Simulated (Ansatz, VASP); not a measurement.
# NaF in VASP and in Ansatz

The input INCAR:

```
SYSTEM = NaF
PREC = Accurate
ENCUT = 520
EDIFF = 1E-7
ISMEAR = 0
SIGMA = 0.05
LREAL = .False.
LASPH = .True.
NELM = 80
ALGO = Normal
ISIF = 2
LWAVE = .False.
LCHARG = .False.
GGA = PE
IVDW = 13
NBANDS = 14
```

The input KPOINTS:

```
regular mesh
0
Gamma
  8 8 8
  0 0 0
```

File POSCAR:

```
NaF
1.0
    0.0000000000      2.3699674703      2.3699674703
    2.3699674703      0.0000000000      2.3699674703
    2.3699674703      2.3699674703      0.0000000000
Na F
1 1
Direct
    0.0000000000      0.0000000000      0.0000000000
    0.5000000000      0.5000000000      0.5000000000
```

Input for Ansatz:

```yaml
crystal:
  lattice:
    - [0.0, 2.3699674703, 2.3699674703]
    - [2.3699674703, 0.0, 2.3699674703]
    - [2.3699674703, 2.3699674703, 0.0]
  atoms:
    - { symbol: Na, position: [0.0, 0.0, 0.0] }
    - { symbol: F, position: [0.5, 0.5, 0.5] }
basis:
  ecutwfc: 420
  ecutrho_ratio: 4
kpoints:
  mp_grid: { grid: [8, 8, 8] }
hamiltonian:
  xc: pbe
  dispersion: d4
scf:
  occupations: { method: gaussian, width: 0.05 }
output:
  forces: true
  stress: true
  eigenvalues: true
```

Alike in both runs: task single point; functional PBE; dispersion D4; k mesh 8 × 8 × 8; occupations gaussian, width 0.05 eV; no spin polarisation.

```csv
,VASP,Ansatz
version,VASP 6.6.1,Ansatz 0.2.0
potentials or method,"VASP PAW PBE potentials, release 64 (Na_pv, F), cutoff 520 eV","scalar-relativistic, plane waves, PAW"
valence electrons in the cell,14,16
```

VASP gave:

```
gap on the k mesh at the Fermi level (eV) : 5.95
least direct gap on the mesh (eV)         : 5.95
pressure (GPa)                            : -1.8
```

Q: What did Ansatz give for the same quantities?

A: gap on the k mesh at the Fermi level (eV): 5.96; least direct gap on the mesh (eV): 5.96; pressure (GPa): -1.7.

VASP's potentials hold 14 valence electrons a cell and Ansatz's 16, so a difference there can come from the potentials and not from the codes.
